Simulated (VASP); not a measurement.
Write the native input for VASP 6.6.1 that does the following.

* Task: single point
* Functional: r2SCAN
* Potentials or basis: VASP PAW PBE potentials, release 64 (Sr_sv)
* Cutoff: 520 eV
* k mesh: 12 × 12 × 12
* Occupations: gaussian, width 0.1 eV
* Spin: no spin polarisation
* Dipole correction: no
* Further INCAR settings: ALGO = Normal; EDIFF = 1e-06; NBANDS = 11

Crystal: Sr.

```xyz
1
Lattice="-2.3801 2.3801 2.3801 2.3801 -2.3801 2.3801 2.3801 2.3801 -2.3801" Properties=species:S:1:pos:R:3 pbc="T T T"
Sr    0.0000    0.0000    0.0000
```

This isn't the form of Sr at room conditions, which is fcc.

These files were run (other wordings do the same):

POSCAR

```
Sr
1.0
   -2.3801339449      2.3801339449      2.3801339449
    2.3801339449     -2.3801339449      2.3801339449
    2.3801339449      2.3801339449     -2.3801339449
Sr
1
Direct
    0.0000000000      0.0000000000      0.0000000000
```

INCAR.step1

```
SYSTEM = Sr
ALGO = Normal
EDIFF = 1E-4
ENCUT = 520
GGA = PE
ISMEAR = 0
LASPH = .TRUE.
LCHARG = .FALSE.
LREAL = .FALSE.
LWAVE = .TRUE.
NBANDS = 11
NELM = 100
PREC = Accurate
SIGMA = 0.1
```

INCAR.step2

```
SYSTEM = Sr
ALGO = Normal
EDIFF = 1E-6
ENCUT = 520
ISIF = 2
ISMEAR = 0
ISTART = 1
LASPH = .TRUE.
LCHARG = .FALSE.
LMIXTAU = .TRUE.
LREAL = .FALSE.
LWAVE = .FALSE.
METAGGA = R2SCAN
NBANDS = 11
NELM = 100
PREC = Accurate
SIGMA = 0.1
```

KPOINTS

```
k-points
0
G
  12 12 12
  0 0 0
```

Potentials or basis: VASP PAW PBE potentials, release 64 (Sr_sv).

Run with:

```console
$ cat potpaw_PBE.64/Sr_sv/POTCAR > POTCAR
$ cp INCAR.step1 INCAR
$ mpirun -np 1 vasp_std > vasp.out
$ cp INCAR.step2 INCAR
$ mpirun -np 1 vasp_std > vasp.out
```

It gave:

```yaml
Pressure: 0.4 GPa
Band_gap_on_the_k_mesh: zero (bands 5 and 6 overlap by 0.53 eV)
```

Caveat: the PAW data sets were made with another functional, which shifts forces and pressure a little.

Wall time 66 s on 1 thread of Intel(R) Xeon(R) Platinum 8375C CPU @ 2.90GHz (Ice Lake) (shared host), peak memory 0.2 GiB.
